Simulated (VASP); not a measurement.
Set up this calculation in VASP 6.6.1, as the native input.

```yaml
Task: single point
Functional: PBEsol
Potentials_or_basis: VASP PAW PBE potentials, release 64 (Hf_pv, Hg)
Cutoff: 520 eV
k_mesh: 10 × 10 × 10
Occupations: gaussian, width 0.05 eV
Spin: no spin polarisation
Dipole_correction: no
Further_INCAR_settings: ALGO = Normal; EDIFF = 1e-07; NBANDS = 18
```

The structure of HfHg lies in POSCAR:

```
HfHg
1.0
    3.3908551508      0.0000000000      0.0000000000
    0.0000000000      3.3908551508      0.0000000000
    0.0000000000      0.0000000000      3.3908551508
Hf Hg
1 1
Direct
    0.0000000000      0.0000000000      0.0000000000
    0.5000000000      0.5000000000      0.5000000000
```

This cell differs from its parent crystal: volume scaled by 0.960.

The input as run:

INCAR

```
PREC = Accurate
ENCUT = 520
EDIFF = 1E-7
ISMEAR = 0
SIGMA = 0.05
LREAL = False
LASPH = True
NELM = 60
ALGO = Normal
ISIF = 2
LWAVE = False
LCHARG = True
GGA = PS
LELF = True
LVHAR = True
NBANDS = 18
```

KPOINTS

```
regular mesh
0
Gamma
  10 10 10
```

Potentials or basis: VASP PAW PBE potentials, release 64 (Hf_pv, Hg).

Launch:

```console
$ cat potpaw_PBE.64/Hf_pv/POTCAR potpaw_PBE.64/Hg/POTCAR > POTCAR
$ mpirun -np 1 vasp_std > vasp.out
```

It gave:

The pressure is 5.6 GPa and the band gap on the k mesh is zero (band 11 reaches 5.29 eV, above the bottom of band 12 at 4.31 eV).

Caveat: the PAW data sets were made with another functional, which shifts forces and pressure a little; spin-orbit coupling is left out, which moves the levels of the heavy elements.

Wall time 16 s on 1 thread of Intel(R) Xeon(R) 6975P-C (Granite Rapids) (shared host), peak memory 0.18 GiB.
